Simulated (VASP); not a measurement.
# BN (Pnma) in VASP: single point with PBEsol

Aim: the single point of BN with PBEsol.

All numbers are computed with VASP 6.6.1; they aren't measurements. Logs are shortened: lines on timing, memory, paths and dates and some standing lists are left out, and cuts for length are marked.

## Step 1: The cell of the first run

The structure is orthorhombic, space group Pnma (No. 62). The conventional cell has a = 4.880 Å, b = 2.591 Å, c = 4.292 Å, α = 90.00°, β = 90.00°, γ = 90.00°. Within 2.0 Å of B (site symmetry m) lie 4 N at 1.51 to 1.65 Å. Within 2.0 Å of N (site symmetry m) lie 4 B at 1.51 to 1.65 Å.

## Step 2: Single point, PBEsol

INCAR reads:

```
SYSTEM = BN
ALGO = Normal
EDIFF = 1E-7
ENCUT = 520
GGA = PS
ISIF = 2
ISMEAR = -1
LASPH = .TRUE.
LCHARG = .FALSE.
LREAL = .FALSE.
LWAVE = .FALSE.
NBANDS = 26
NELM = 60
PREC = Accurate
SIGMA = 0.01
```

KPOINTS reads:

```
k-points
0
G
  4 8 6
  0 0 0
```

POSCAR reads:

```
BN
1.0
    4.8800890000      0.0000000000      0.0000000000
    0.0000000000      2.5914640000      0.0000000000
    0.0000000000      0.0000000000      4.2920490000
B N
4 4
Direct
    0.6595870000      0.7500000000      0.0929040000
    0.8404130000      0.2500000000      0.5929040000
    0.1595870000      0.7500000000      0.4070960000
    0.3404130000      0.2500000000      0.9070960000
    0.8211300000      0.7500000000      0.3935140000
    0.1788700000      0.2500000000      0.6064860000
    0.6788700000      0.2500000000      0.8935140000
    0.3211300000      0.7500000000      0.1064860000
```

Potentials or basis: VASP PAW PBE potentials, release 64 (B, N).

Command:

```
cat potpaw_PBE.64/B/POTCAR potpaw_PBE.64/N/POTCAR > POTCAR
mpirun -np 1 vasp_std > vasp.out
```

OUTCAR:

```text
SYSTEM = BN
   EDIFF = 1E-7
   ENCUT = 520
   GGA = PS
   ISIF = 2
   ISMEAR = -1
   LASPH = .TRUE.
   LREAL = .FALSE.
   NELM = 60
   PREC = Accurate

 ion  position               nearest neighbor table
   1  0.660  0.750  0.093-   5 1.51   7 1.56   7 1.56   8 1.65
   2  0.840  0.250  0.593-   7 1.51   5 1.56   5 1.56   6 1.65
   3  0.160  0.750  0.407-   8 1.51   6 1.56   6 1.56   5 1.65
   4  0.340  0.250  0.907-   6 1.51   8 1.56   8 1.56   7 1.65
   5  0.821  0.750  0.394-   1 1.51   2 1.56   2 1.56   3 1.65
   6  0.179  0.250  0.606-   4 1.51   3 1.56   3 1.56   2 1.65
   7  0.679  0.250  0.894-   2 1.51   1 1.56   1 1.56   4 1.65
   8  0.321  0.750  0.106-   3 1.51   4 1.56   4 1.56   1 1.65

  LATTYP: Found a simple orthorhombic cell.
 ALAT       =     2.5914640000
 B/A-ratio  =     1.6562255929
 C/A-ratio  =     1.8831398005

  Lattice vectors:

 A1 = (   0.0000000000,   2.5914640000,   0.0000000000)
 A2 = (   0.0000000000,   0.0000000000,   4.2920490000)
 A3 = (   4.8800890000,   0.0000000000,   0.0000000000)

Analysis of symmetry for initial positions (statically):
=====================================================================
 Subroutine PRICEL returns:
 Original cell was already a primitive cell.

 Routine SETGRP: Setting up the symmetry group for a
 simple orthorhombic supercell.

 Subroutine GETGRP returns: Found  8 space group operations
 (whereof  2 operations were pure point group operations)
 out of a pool of  8 trial point group operations.

The static configuration has the point symmetry S_2 .
 The point group associated with its full space group is D_2h.

Analysis of symmetry for dynamics (positions and initial velocities):
=====================================================================
 Subroutine PRICEL returns:
 Original cell was already a primitive cell.

 Routine SETGRP: Setting up the symmetry group for a
 simple orthorhombic supercell.

 Subroutine GETGRP returns: Found  8 space group operations
 (whereof  2 operations were pure point group operations)
 out of a pool of  8 trial point group operations.

The dynamic configuration has the point symmetry S_2 .
 The point group associated with its full space group is D_2h.

 Subroutine INISYM returns: Found  8 space group operations
 (whereof  2 operations are pure point group operations),
 and found     1 'primitive' translations

----------------------------------------------------------------------------------------

                                     Primitive cell

  volume of cell :      54.2797

  direct lattice vectors                    reciprocal lattice vectors
     4.880089000  0.000000000  0.000000000     0.204914296  0.000000000  0.000000000
     0.000000000  2.591464000  0.000000000     0.000000000  0.385882266  0.000000000
     0.000000000  0.000000000  4.292049000     0.000000000  0.000000000  0.232988952

  length of vectors
     4.880089000  2.591464000  4.292049000     0.204914296  0.385882266  0.232988952

  position of ions in fractional coordinates (direct lattice)
     0.659587000  0.750000000  0.092904000
     0.840413000  0.250000000  0.592904000
     0.159587000  0.750000000  0.407096000
     0.340413000  0.250000000  0.907096000
     0.821130000  0.750000000  0.393514000
     0.178870000  0.250000000  0.606486000
     0.678870000  0.250000000  0.893514000
     0.321130000  0.750000000  0.106486000

  ion indices of the primitive-cell ions
   primitive index   ion index
                 1           1
                 2           2
                 3           3
                 4           4
                 5           5
                 6           6
                 7           7
                 8           8

----------------------------------------------------------------------------------------

 KPOINTS: k-points

Automatic generation of k-mesh.
 Grid dimensions read from file:
 generate k-points for:    4    8    6

 Generating k-lattice:

  Cartesian coordinates                     Fractional coordinates (reciprocal lattice)
     0.051228574  0.000000000  0.000000000     0.250000000  0.000000000  0.000000000
     0.000000000  0.048235283  0.000000000     0.000000000  0.125000000  0.000000000
     0.000000000  0.000000000  0.038831492     0.000000000  0.000000000  0.166666667

  Length of vectors
     0.051228574  0.048235283  0.038831492

  Shift w.r.t. Gamma in fractional coordinates (k-lattice)
     0.000000000  0.000000000  0.000000000

 Subroutine IBZKPT returns following result:
 ===========================================

 Found     60 irreducible k-points:

 Following reciprocal coordinates:
            Coordinates               Weight
  0.000000  0.000000  0.000000      1.000000
  0.250000  0.000000  0.000000      2.000000
  0.500000  0.000000  0.000000      1.000000
  0.000000  0.125000  0.000000      2.000000
  0.250000  0.125000  0.000000      4.000000
  0.500000  0.125000  0.000000      2.000000
[... 16 lines left out ...]
  0.250000  0.250000  0.166667      8.000000
  0.500000  0.250000  0.166667      4.000000
 [... further k-points ...]
   k-points           NKPTS =     60   k-points in BZ     NKDIM =     60   number of bands    NBANDS=     26
   number of dos      NEDOS =    301   number of ions     NIONS =      8
   total plane-waves  NPLWV =  23040
   dimension x,y,z NGX =    36 NGY =   20 NGZ =   32
   dimension x,y,z NGXF=    72 NGYF=   40 NGZF=   64
   ions per type =               4   4
   NGX,Y,Z   is equivalent  to a cutoff of  12.26, 12.83, 12.39 a.u.
   NGXF,Y,Z  is equivalent  to a cutoff of  24.53, 25.66, 24.79 a.u.
 SYSTEM =  BN
   PREC   = accura    normal or accurate (medium, high low for compatibility)
   ISTART =      0    job   : 0-new  1-cont  2-samecut
   ICHARG =      2    charge: 1-file 2-atom 10-const
   ISPIN  =      1    spin polarized calculation?
   LNONCOLLINEAR =      F non collinear calculations
   LSORBIT =      F    spin-orbit coupling
   LASPH  =      T    aspherical Exc in radial PAW
   ENCUT  =  520.0 eV  38.22 Ry    6.18 a.u.   9.07  4.82  7.98*2*pi/ulx,y,z
   NELM   =     60;   NELMIN=  2; NELMDL= -5     # of ELM steps
   EDIFF  = 0.1E-06   stopping-criterion for ELM
   LREAL  =      F    real-space projection
   EDIFFG = 0.1E-05   stopping-criterion for IOM
   NSW    =      0    number of steps for IOM
   IBRION =     -1    ionic relax: 0-MD 1-quasi-New 2-CG
   NFREE  =      0    steps in history (QN), initial steepest desc. (CG)
   ISIF   =      2    stress and relaxation
   ISYM   =      2    0-nonsym 1-usesym 2-fastsym
   POTIM  = 0.5000    time-step for ionic-motion
   TEBEG  =    0.0;   TEEND  =   0.0 temperature during run
   PSTRESS=    0.0 pullay stress
   NELECT =      32.0000    total number of electrons
   NUPDOWN=      -1.0000    fix difference up-down
   EMIN   =  10.00;   EMAX   =-10.00  energy-range for DOS
   EFERMI =   0.00;   METHOD = LEGACY
   ISMEAR =    -1;   SIGMA  =   0.01  broadening in eV -4-tet -1-fermi 0-gaus
   EFERMI_NEDOS =   21; number of points for ismear=-14 and -15
   IALGO  =     38    algorithm
   IMIX   =      4    mixing-type and parameters
     AMIX     =   0.40;   BMIX     =  1.00
     AMIX_MAG =   1.60;   BMIX_MAG =  1.00
  volume/ion in A,a.u.               =       6.78        45.79
  Fermi-wavevector in a.u.,A,eV,Ry     =   1.372711  2.594047 25.637923  1.884334
  Thomas-Fermi vector in A             =   2.498293
   LORBIT       =      0    0 simple, 1 ext, 2 COOP (PROOUT), +10 PAW based schemes
   GGA     = PS    functional components
   LHFCALC =     F    Hartree Fock is set to
   AEXX    =    0.0000 exact exchange contribution
   IVDW    =     0    specifies the selected vdW correction
   LEPSILON=     F    determine dielectric tensor
   LRPA    =     F    only Hartree local field effects (RPA)
 non-spin polarized calculation
  energy-cutoff  :      520.00
  volume of cell :       54.28
 maximum number of plane-waves:      1488
   NGX = 19   NGY =  9   NGZ = 15

 number of electron      32.0000000 magnetization

 Free energy of the ion-electron system (eV)
  ---------------------------------------------------
  ext. energy  EPLUGINS =         0.00000000
  ---------------------------------------------------
  free energy    TOTEN  =       -71.60027579 eV

  energy without entropy =      -71.60027579  energy(sigma->0) =      -71.60027579

 E-fermi :   5.7927     XC(G=0): -12.0273

 val. band max:        5.5631723346   @ k =   0.0000   0.0000   0.0000
 cond. band min:      11.1877334442   @ k =   0.2500   0.0000   0.3333
 fundamental gap:      5.6245611096
 Fermi energy:         5.7927112804

 k-point     1 :       0.0000    0.0000    0.0000
  band No.  band energies     occupation
      1     -14.0654      2.00000
      2     -11.4750      2.00000
      3     -10.4490      2.00000
      4      -8.6771      2.00000
      5      -3.2722      2.00000
      6      -2.6465      2.00000
[... 18 lines left out ...]
     25      17.0733      0.00000
     26      17.7792      0.00000

 k-point     2 :       0.2500    0.0000    0.0000
  band No.  band energies     occupation
      1     -13.8365      2.00000
      2     -12.2260      2.00000
      3      -9.8020      2.00000
      4      -8.7549      2.00000
      5      -3.4710      2.00000
      6      -3.4226      2.00000
[... 18 lines left out ...]
     25      15.6913      0.00000
     26      17.2865      0.00000

 k-point     3 :       0.5000    0.0000    0.0000
  band No.  band energies     occupation
      1     -13.1823      2.00000
      2     -13.1823      2.00000
      3      -9.1028      2.00000
      4      -9.1028      2.00000
      5      -3.7718      2.00000
      6      -3.7718      2.00000
[... 572 lines left out ...]
 k-point    23 :       0.2500    0.2500    0.1667
  band No.  band energies     occupation
      1     -12.7816      2.00000
      2     -11.4032      2.00000
      3      -9.4061      2.00000
      4      -8.6757      2.00000
      5      -3.1704      2.00000
      6      -2.7085      2.00000
[... 18 lines left out ...]
     25      17.9465      0.00000
     26      18.0232      0.00000

 k-point    24 :       0.5000    0.2500    0.1667
  band No.  band energies     occupation
      1     -12.1956      2.00000
      2     -12.1956      2.00000
      3      -8.9704      2.00000
      4      -8.9704      2.00000
      5      -2.9393      2.00000
      6      -2.9393      2.00000
[... 18 lines left out ...]
     25      18.4435      0.00000
     26      18.4458      0.00000

 [... further k-points ...]
[... 5 lines left out ...]
  --------------------------------------------------------------------------------------
  -------------------------------------------------------------------------------------
  Total       -1.5001464     -1.5694486     -1.3791739      0.0000000      0.0000000      0.0000000
  in kB      -44.2798992    -46.3254971    -40.7091479      0.0000000      0.0000000      0.0000000
  external PRESSURE =     -43.7715147 kB  Pullay stress =       0.0000000 kB

 VOLUME and BASIS-vectors are now :
 -----------------------------------------------------------------------------
  energy-cutoff  :      520.00
  volume of cell :       54.28
      direct lattice vectors                 reciprocal lattice vectors
     4.880089000  0.000000000  0.000000000     0.204914296  0.000000000  0.000000000
     0.000000000  2.591464000  0.000000000     0.000000000  0.385882266  0.000000000
     0.000000000  0.000000000  4.292049000     0.000000000  0.000000000  0.232988952

 POSITION                                       TOTAL-FORCE (eV/Angst)
 -----------------------------------------------------------------------------------
      3.21884      1.94360      0.39875        -0.005970     -0.000000      0.000389
      4.10129      0.64787      2.54477         0.005970      0.000000      0.000389
      0.77880      1.94360      1.74728        -0.005970     -0.000000     -0.000389
      1.66125      0.64787      3.89330         0.005970      0.000000     -0.000389
      4.00719      1.94360      1.68898         0.033236     -0.000000     -0.052871
      0.87290      0.64787      2.60307        -0.033236      0.000000      0.052871
      3.31295      0.64787      3.83501        -0.033236      0.000000     -0.052871
      1.56714      1.94360      0.45704         0.033236      0.000000      0.052871
 -----------------------------------------------------------------------------------
    total drift:                                0.000000      0.000000     -0.000000

  FREE ENERGIE OF THE ION-ELECTRON SYSTEM (eV)
  ---------------------------------------------------
  free  energy   TOTEN  =       -71.6002757861 eV

  energy  without entropy=      -71.6002757861  energy(sigma->0) =      -71.60027579
```

Run time: 23 s. Hardware: 1 thread of Intel Xeon 6975P-C (Granite Rapids), shared host; peak memory 0.19 GiB.

What came out:

```
Free energy            : -71.6003 eV
Pressure               : -4.4 GPa
Largest force          : 0.062 eV/Å
Band gap on the k mesh : 5.62 eV, indirect (least direct gap 6.09 eV)
```

Forces on the atoms (eV/Å):
```
B   -0.006  0.000  0.000
B    0.006  0.000  0.000
B   -0.006  0.000  0.000
B    0.006  0.000  0.000
N    0.033  0.000 -0.053
N   -0.033  0.000  0.053
N   -0.033  0.000 -0.053
N    0.033  0.000  0.053
```

Stress tensor (GPa, compression positive):
```
-4.43  0.00  0.00
 0.00 -4.63  0.00
 0.00  0.00 -4.07
```

Caveat: the PAW data sets were made with another functional, which shifts forces and pressure a little.
